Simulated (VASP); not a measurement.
# Li3HS (Pm-3m) in VASP: a series of runs

The runs below take Li3HS through single point, relaxation of cell and atoms, with PBEsol.

Program: VASP 6.6.1. These are calculated values, not measurements. Logs are shortened: lines on timing, memory, paths and dates and some standing lists are left out, and cuts for length are marked.

## Step 1: The cell of the first run

Symmetry: Pm-3m, No. 221, cubic system. The conventional cell has a = 3.765 Å, b = 3.765 Å, c = 3.765 Å, α = 90.00°, β = 90.00°, γ = 90.00°. Within 3.5 Å of S (site symmetry m-3m) lie 12 Li at 2.66 Å and 8 H at 3.26 Å. H (site symmetry m-3m) has 6 Li at 1.88 Å within 2.5 Å. Within 2.5 Å of Li (site symmetry 4/mmm) lie 2 H at 1.88 Å.

## Step 2: Single point, PBEsol

The input, INCAR:

```
  PREC = Accurate
  ENCUT = 520
  EDIFF = 1E-7
  ISMEAR = 0
  SIGMA = 0.02
  LREAL = F
  LASPH = T
  NELM = 60
  ALGO = Normal
  ISIF = 2
  LWAVE = F
  LCHARG = F
  GGA = PS
  NBANDS = 16
```

The input, KPOINTS:

```
regular mesh
0
Gamma
  6 6 6
```

The input, POSCAR:

```
Li3HS
1.0
    3.7649139196      0.0000000000      0.0000000000
    0.0000000000      3.7649139196      0.0000000000
    0.0000000000      0.0000000000      3.7649139196
S H Li
1 1 3
Direct
    0.5000000000      0.5000000000      0.5000000000
    0.0000000000      0.0000000000      0.0000000000
    0.5000000000      0.0000000000      0.0000000000
    0.0000000000      0.5000000000      0.0000000000
    0.0000000000      0.0000000000      0.5000000000
```

Potentials or basis: VASP PAW PBE potentials, release 64 (S, H, Li_sv).

Command:

```
$ cat potpaw_PBE.64/S/POTCAR potpaw_PBE.64/H/POTCAR potpaw_PBE.64/Li_sv/POTCAR > POTCAR
$ mpirun -np 1 vasp_std > vasp.out
```

OUTCAR:

```text
PREC = Accurate
   ENCUT = 520
   EDIFF = 1E-7
   ISMEAR = 0
   LREAL = F
   LASPH = T
   NELM = 60
   ISIF = 2
   GGA = PS

 ion  position               nearest neighbor table
   1  0.500  0.500  0.500-   3 2.66   4 2.66   5 2.66   3 2.66   4 2.66   3 2.66   5 2.66   3 2.66
                             4 2.66   5 2.66   4 2.66   5 2.66
   2  0.000  0.000  0.000-
   3  0.500  0.000  0.000-   1 2.66   1 2.66   1 2.66   1 2.66
   4  0.000  0.500  0.000-   1 2.66   1 2.66   1 2.66   1 2.66
   5  0.000  0.000  0.500-   1 2.66   1 2.66   1 2.66   1 2.66

  LATTYP: Found a simple cubic cell.
 ALAT       =     3.7649139196

  Lattice vectors:

 A1 = (   3.7649139196,   0.0000000000,   0.0000000000)
 A2 = (   0.0000000000,   3.7649139196,   0.0000000000)
 A3 = (   0.0000000000,   0.0000000000,   3.7649139196)

Analysis of symmetry for initial positions (statically):
=====================================================================
 Subroutine PRICEL returns:
 Original cell was already a primitive cell.

 Routine SETGRP: Setting up the symmetry group for a
 simple cubic supercell.

 Subroutine GETGRP returns: Found 48 space group operations
 (whereof 48 operations were pure point group operations)
 out of a pool of 48 trial point group operations.

The static configuration has the point symmetry O_h .

Analysis of symmetry for dynamics (positions and initial velocities):
=====================================================================
 Subroutine PRICEL returns:
 Original cell was already a primitive cell.

 Routine SETGRP: Setting up the symmetry group for a
 simple cubic supercell.

 Subroutine GETGRP returns: Found 48 space group operations
 (whereof 48 operations were pure point group operations)
 out of a pool of 48 trial point group operations.

The dynamic configuration has the point symmetry O_h .

 Subroutine INISYM returns: Found 48 space group operations
 (whereof 48 operations are pure point group operations),
 and found     1 'primitive' translations

----------------------------------------------------------------------------------------

                                     Primitive cell

  volume of cell :      53.3661

  direct lattice vectors                    reciprocal lattice vectors
     3.764913920  0.000000000  0.000000000     0.265610322  0.000000000  0.000000000
     0.000000000  3.764913920  0.000000000     0.000000000  0.265610322  0.000000000
     0.000000000  0.000000000  3.764913920     0.000000000  0.000000000  0.265610322

  length of vectors
     3.764913920  3.764913920  3.764913920     0.265610322  0.265610322  0.265610322

  position of ions in fractional coordinates (direct lattice)
     0.500000000  0.500000000  0.500000000
     0.000000000  0.000000000  0.000000000
     0.500000000  0.000000000  0.000000000
     0.000000000  0.500000000  0.000000000
     0.000000000  0.000000000  0.500000000

  ion indices of the primitive-cell ions
   primitive index   ion index
                 1           1
                 2           2
                 3           3
                 4           4
                 5           5

----------------------------------------------------------------------------------------

 KPOINTS: regular mesh

Automatic generation of k-mesh.
 Grid dimensions read from file:
 generate k-points for:    6    6    6

 Generating k-lattice:

  Cartesian coordinates                     Fractional coordinates (reciprocal lattice)
     0.044268387  0.000000000  0.000000000     0.166666667  0.000000000  0.000000000
     0.000000000  0.044268387  0.000000000     0.000000000  0.166666667  0.000000000
     0.000000000  0.000000000  0.044268387     0.000000000  0.000000000  0.166666667

  Length of vectors
     0.044268387  0.044268387  0.044268387

  Shift w.r.t. Gamma in fractional coordinates (k-lattice)
     0.000000000  0.000000000  0.000000000

 Subroutine IBZKPT returns following result:
 ===========================================

 Found     20 irreducible k-points:

 Following reciprocal coordinates:
            Coordinates               Weight
  0.000000  0.000000  0.000000      1.000000
  0.166667  0.000000  0.000000      6.000000
  0.333333  0.000000  0.000000      6.000000
  0.500000  0.000000  0.000000      3.000000
  0.166667  0.166667  0.000000     12.000000
  0.333333  0.166667  0.000000     24.000000
[... 12 lines left out ...]
  0.500000  0.500000  0.333333      6.000000
  0.500000  0.500000  0.500000      1.000000
   k-points           NKPTS =     20   k-points in BZ     NKDIM =     20   number of bands    NBANDS=     16
   number of dos      NEDOS =    301   number of ions     NIONS =      5
   total plane-waves  NPLWV =  21952
   dimension x,y,z NGX =    28 NGY =   28 NGZ =   28
   dimension x,y,z NGXF=    56 NGYF=   56 NGZF=   56
   ions per type =               1   1   3
   NGX,Y,Z   is equivalent  to a cutoff of  12.36, 12.36, 12.36 a.u.
   NGXF,Y,Z  is equivalent  to a cutoff of  24.73, 24.73, 24.73 a.u.
 SYSTEM =  unknown system
   PREC   = accura    normal or accurate (medium, high low for compatibility)
   ISTART =      0    job   : 0-new  1-cont  2-samecut
   ICHARG =      2    charge: 1-file 2-atom 10-const
   ISPIN  =      1    spin polarized calculation?
   LNONCOLLINEAR =      F non collinear calculations
   LSORBIT =      F    spin-orbit coupling
   LASPH  =      T    aspherical Exc in radial PAW
   ENCUT  =  520.0 eV  38.22 Ry    6.18 a.u.   7.00  7.00  7.00*2*pi/ulx,y,z
   NELM   =     60;   NELMIN=  2; NELMDL= -5     # of ELM steps
   EDIFF  = 0.1E-06   stopping-criterion for ELM
   LREAL  =      F    real-space projection
   EDIFFG = 0.1E-05   stopping-criterion for IOM
   NSW    =      0    number of steps for IOM
   IBRION =     -1    ionic relax: 0-MD 1-quasi-New 2-CG
   NFREE  =      0    steps in history (QN), initial steepest desc. (CG)
   ISIF   =      2    stress and relaxation
   ISYM   =      2    0-nonsym 1-usesym 2-fastsym
   POTIM  = 0.5000    time-step for ionic-motion
   TEBEG  =    0.0;   TEEND  =   0.0 temperature during run
   PSTRESS=    0.0 pullay stress
   NELECT =      16.0000    total number of electrons
   NUPDOWN=      -1.0000    fix difference up-down
   EMIN   =  10.00;   EMAX   =-10.00  energy-range for DOS
   EFERMI =   0.00;   METHOD = LEGACY
   ISMEAR =     0;   SIGMA  =   0.02  broadening in eV -4-tet -1-fermi 0-gaus
   EFERMI_NEDOS =   21; number of points for ismear=-14 and -15
   IALGO  =     38    algorithm
   IMIX   =      4    mixing-type and parameters
     AMIX     =   0.40;   BMIX     =  1.00
     AMIX_MAG =   1.60;   BMIX_MAG =  1.00
  volume/ion in A,a.u.               =      10.67        72.03
  Fermi-wavevector in a.u.,A,eV,Ry     =   1.095704  2.070580 16.334699  1.200566
  Thomas-Fermi vector in A             =   2.232032
   LORBIT       =      0    0 simple, 1 ext, 2 COOP (PROOUT), +10 PAW based schemes
   GGA     = PS    functional components
   LHFCALC =     F    Hartree Fock is set to
   AEXX    =    0.0000 exact exchange contribution
   IVDW    =     0    specifies the selected vdW correction
   LEPSILON=     F    determine dielectric tensor
   LRPA    =     F    only Hartree local field effects (RPA)
 non-spin polarized calculation
 Gauss-broadening in eV      SIGMA  =   0.02
  energy-cutoff  :      520.00
  volume of cell :       53.37
 maximum number of plane-waves:      1472
   NGX = 15   NGY = 15   NGZ = 15

 number of electron      15.9999975 magnetization

 Free energy of the ion-electron system (eV)
  ---------------------------------------------------
  ext. energy  EPLUGINS =         0.00000000
  ---------------------------------------------------
  free energy    TOTEN  =       -18.30624062 eV

  energy without entropy =      -18.30624062  energy(sigma->0) =      -18.30624062

 E-fermi :   2.6948     XC(G=0):  -9.3427

 val. band max:        2.4757581016   @ k =   0.5000   0.5000   0.0000
 cond. band min:       6.6571288020   @ k =   0.5000   0.0000   0.0000
 fundamental gap:      4.1813707004
 Fermi energy:         2.6947616871

 k-point     1 :       0.0000    0.0000    0.0000
  band No.  band energies     occupation
      1     -41.5710      2.00000
      2     -41.4802      2.00000
      3     -41.4802      2.00000
      4      -8.9693      2.00000
      5       0.0050      2.00000
      6       1.2821      2.00000
[... 8 lines left out ...]
     15      14.5100      0.00000
     16      14.5100      0.00000

 k-point     2 :       0.1667    0.0000    0.0000
  band No.  band energies     occupation
      1     -41.5654      2.00000
      2     -41.4854      2.00000
      3     -41.4801      2.00000
      4      -8.8939      2.00000
      5      -0.7232      2.00000
      6       1.4294      2.00000
[... 8 lines left out ...]
     15      13.3297      0.00000
     16      13.3297      0.00000

 k-point     3 :       0.3333    0.0000    0.0000
  band No.  band energies     occupation
      1     -41.5513      2.00000
      2     -41.4988      2.00000
      3     -41.4799      2.00000
      4      -8.7307      2.00000
      5      -1.7003      2.00000
      6       1.7718      2.00000
[... 8 lines left out ...]
     15      13.4600      0.00000
     16      14.9609      0.00000

 k-point     4 :       0.5000    0.0000    0.0000
  band No.  band energies     occupation
      1     -41.5400      2.00000
      2     -41.5096      2.00000
      3     -41.4797      2.00000
      4      -8.6417      2.00000
      5      -2.1034      2.00000
      6       1.9772      2.00000
[... 8 lines left out ...]
     15      15.5378      0.00000
     16      15.5591      0.00000
[... 248 lines left out ...]
 k-point    18 :       0.5000    0.3333    0.3333
  band No.  band energies     occupation
      1     -41.5163      2.00000
      2     -41.5087      2.00000
      3     -41.5012      2.00000
      4      -8.1005      2.00000
      5      -1.1725      2.00000
      6      -0.0846      2.00000
[... 8 lines left out ...]
     15      15.7449      0.00000
     16      17.2746      0.00000

 k-point    19 :       0.5000    0.5000    0.3333
  band No.  band energies     occupation
      1     -41.5087      2.00000
      2     -41.5086      2.00000
      3     -41.5086      2.00000
      4      -7.9921      2.00000
      5      -0.9586      2.00000
      6      -0.3452      2.00000
[... 8 lines left out ...]
     15      15.8397      0.00000
     16      17.7487      0.00000

 k-point    20 :       0.5000    0.5000    0.5000
  band No.  band energies     occupation
      1     -41.5085      2.00000
      2     -41.5085      2.00000
      3     -41.5085      2.00000
      4      -7.8770      2.00000
      5      -0.9631      2.00000
      6      -0.3020      2.00000
[... 8 lines left out ...]
     15      17.6719      0.00000
     16      18.3083      0.00000

------------------------ aborting loop because EDIFF is reached ----------------------------------------

  FORCE on cell =-STRESS in cart. coord.  units (eV):
  Direction    XX          YY          ZZ          XY          YZ          ZX
  --------------------------------------------------------------------------------------
  -------------------------------------------------------------------------------------
  Total       -0.0183974     -0.0183974     -0.0183974      0.0000000      0.0000000     -0.0000000
  in kB       -0.5523341     -0.5523341     -0.5523341      0.0000000      0.0000000     -0.0000000
  external PRESSURE =      -0.5523341 kB  Pullay stress =       0.0000000 kB

 VOLUME and BASIS-vectors are now :
 -----------------------------------------------------------------------------
  energy-cutoff  :      520.00
  volume of cell :       53.37
      direct lattice vectors                 reciprocal lattice vectors
     3.764913920  0.000000000  0.000000000     0.265610322  0.000000000  0.000000000
     0.000000000  3.764913920  0.000000000     0.000000000  0.265610322  0.000000000
     0.000000000  0.000000000  3.764913920     0.000000000  0.000000000  0.265610322

 POSITION                                       TOTAL-FORCE (eV/Angst)
 -----------------------------------------------------------------------------------
      1.88246      1.88246      1.88246         0.000000      0.000000      0.000000
      0.00000      0.00000      0.00000         0.000000      0.000000      0.000000
      1.88246      0.00000      0.00000         0.000000      0.000000      0.000000
      0.00000      1.88246      0.00000         0.000000      0.000000      0.000000
      0.00000      0.00000      1.88246         0.000000      0.000000      0.000000
 -----------------------------------------------------------------------------------
    total drift:                                0.000000      0.000000     -0.000000

  FREE ENERGIE OF THE ION-ELECTRON SYSTEM (eV)
  ---------------------------------------------------
  free  energy   TOTEN  =       -18.3062406233 eV

  energy  without entropy=      -18.3062406233  energy(sigma->0) =      -18.30624062
```

Run time: 14 s. Hardware: 1 thread of Intel Xeon Platinum 8488C (Sapphire Rapids), shared host; peak memory 0.15 GiB.

What came out:

| Quantity | Value |
| --- | --- |
| Free energy | -18.3062 eV |
| Band gap on the k mesh | 4.18 eV, indirect (least direct gap 4.54 eV) |

Caveat: the cutoff is under 1.25 times the usual one of these potentials, so pressure, stress and relaxed cells hold a basis-set (Pulay) error; the PAW data sets were made with another functional, which shifts forces and pressure a little. A k mesh can miss the band edges.

## Step 3: Relaxation of cell and atoms, PBEsol

This run uses another cell than the first one, of 10.98 Å³/atom, 1.029 times its volume.

The input, INCAR:

```
PREC = Accurate
ENCUT = 600
EDIFF = 1E-6
ISMEAR = 0
SIGMA = 0.02
LREAL = False
LASPH = True
NELM = 100
ALGO = Normal
ISIF = 3
LWAVE = False
LCHARG = False
GGA = PS
IBRION = 2
NSW = 70
EDIFFG = -0.005
```

KPOINTS is that of step 2.

POSCAR, as its differences from that of step 2:

```diff
@@ -2,5 +2,5 @@
 1.0
-    3.7649139196      0.0000000000      0.0000000000
-    0.0000000000      3.7649139196      0.0000000000
-    0.0000000000      0.0000000000      3.7649139196
+    3.8011716747      0.0000000000      0.0000000000
+    0.0000000000      3.8011716747      0.0000000000
+    0.0000000000      0.0000000000      3.8011716747
 S H Li
```

Potentials or basis: VASP PAW PBE potentials, release 64 (S, H, Li_sv).

Command:

```
$ cat potpaw_PBE.64/S/POTCAR potpaw_PBE.64/H/POTCAR potpaw_PBE.64/Li_sv/POTCAR > POTCAR
$ mpirun -np 1 vasp_std > vasp.out
```

It took 30 s on 1 thread of Intel Xeon Platinum 8488C (Sapphire Rapids), shared host; peak memory 0.17 GiB.

It converged, with:

| Quantity | Value |
| --- | --- |
| Free energy | -18.3109 eV |
| Relaxed volume | 10.65 Å³/atom |
| Relaxed cell | a = 3.762 Å, b = 3.762 Å, c = 3.762 Å, α = 90.00°, β = 90.00°, γ = 90.00° |
| Space group after relaxing (to 0.05 Å) | Pm-3m (No. 221) |
| Energy gained by relaxing | 1.4 meV/atom |
| Ionic steps | 3 |
| Pressure after relaxing | 0.0 GPa |
| Band gap on the k mesh | 4.19 eV, indirect (least direct gap 4.55 eV) |

The path:
| step | energy change (eV) | largest force (eV/Å) | pressure (GPa) | volume (Å³) |
| --- | --- | --- | --- | --- |
| 1 | 0.0000 | 0.0000 | -1.35 | 54.92 |
| 2 | -0.0049 | 0.0000 | -0.78 | 54.19 |
| 3 | -0.0071 | 0.0000 | 0.02 | 53.24 |

Final structure:
```yaml
crystal:
  lattice:
    - [3.76186, 0.00000, 0.00000]
    - [0.00000, 3.76186, 0.00000]
    - [0.00000, 0.00000, 3.76186]
  atoms:
    - { symbol: S, position: [0.50000, 0.50000, 0.50000] }
    - { symbol: H, position: [0.00000, 0.00000, 0.00000] }
    - { symbol: Li, position: [0.50000, 0.00000, 0.00000] }
    - { symbol: Li, position: [0.00000, 0.50000, 0.00000] }
    - { symbol: Li, position: [0.00000, 0.00000, 0.50000] }
```

Levels at points of the mesh, in eV from the valence-band top:
| k point | band 5 | band 6 | band 7 | band 8 | band 9 | band 10 | band 11 | band 12 |
| --- | --- | --- | --- | --- | --- | --- | --- | --- |
| (0.00, 0.00, 0.00) | -2.47 | -1.20 | -1.20 | -1.20 | 6.36 | 6.36 | 7.35 | 7.35 |
| (0.50, 0.00, 0.00) | -4.59 | -0.50 | -0.50 | -0.36 | 4.19 | 4.90 | 4.90 | 5.68 |
| (0.50, 0.50, 0.00) | -3.43 | -2.95 | -2.95 | 0.00 | 4.86 | 7.25 | 7.25 | 7.69 |
| (0.50, 0.50, 0.50) | -3.44 | -2.79 | -2.79 | -2.79 | 4.92 | 4.92 | 4.92 | 10.68 |

Caveat: the cutoff is under 1.25 times the usual one of these potentials, so pressure, stress and relaxed cells hold a basis-set (Pulay) error; the PAW data sets were made with another functional, which shifts forces and pressure a little. A hybrid or GW would open this gap; PBEsol tends to underestimate it.
